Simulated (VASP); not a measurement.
Wanted: the native input for a VASP 6.6.1 run.

| Item | Value |
| --- | --- |
| Task | relaxation of the atoms |
| Functional | PBE |
| Potentials or basis | VASP PAW PBE potentials, release 64 (Ta_pv, N) |
| Cutoff | 520 eV |
| k mesh | 8 × 8 × 1 |
| Occupations | gaussian, width 0.1 eV |
| Spin | no spin polarisation |
| Dipole correction | yes |
| Atoms held fixed (from 0) | [0, 1, 2, 3] |
| Further INCAR settings | ALGO = Normal; EDIFF = 1e-06; IBRION = 2; EDIFFG = -0.025; NSW = 36 |
| Atoms held along some axes (from 0) | atom 4 along a and b |

The structure of Ta4N lies in POSCAR:

```
Ta4N
1.0
    3.3189671338      0.0000000000      0.0000000000
    0.0000000000      3.3189671338      0.0000000000
    0.0000000000      0.0000000000     20.2996559829
Ta N
4 1
Selective dynamics
Direct
    0.5000000000      0.5000000000      0.1970476743  F F F
    0.0000000000      0.0000000000      0.2787970186  F F F
    0.5000000000      0.5000000000      0.3599139064  F F F
    0.0000000000      0.0000000000      0.4334879365  F F F
    0.5000000000      0.5000000000      0.4541779423  F F T
```

The input as run:

INCAR

```
  PREC = Accurate
  ENCUT = 520
  EDIFF = 1E-6
  ISMEAR = 0
  SIGMA = 0.1
  LREAL = False
  LASPH = True
  NELM = 100
  ALGO = Normal
  ISIF = 2
  LWAVE = False
  LCHARG = False
  LDIPOL = True
  IDIPOL = 3
  DIPOL = 0.5 0.5 0.345
  GGA = PE
  IBRION = 2
  NSW = 36
  EDIFFG = -0.025
```

KPOINTS

```
Automatic mesh
0
Gamma
  8 8 1
```

Potentials or basis: VASP PAW PBE potentials, release 64 (Ta_pv, N).

The run is started by

```console
$ cat potpaw_PBE.64/Ta_pv/POTCAR potpaw_PBE.64/N/POTCAR > POTCAR
$ mpirun -np 1 vasp_std > vasp.out
```

It gave:

The energy gained by relaxing is 44.2 meV/atom and the ionic steps are 3. The band gap on the k mesh is zero (an odd number of electrons rules out a gap without spin polarisation).

Caveat: spin-orbit coupling is left out, which moves the levels of the heavy elements.

Run time: 8.8 min on 1 thread of Oxide Virtual Turin-like Processor (shared host), peak memory 0.36 GiB.
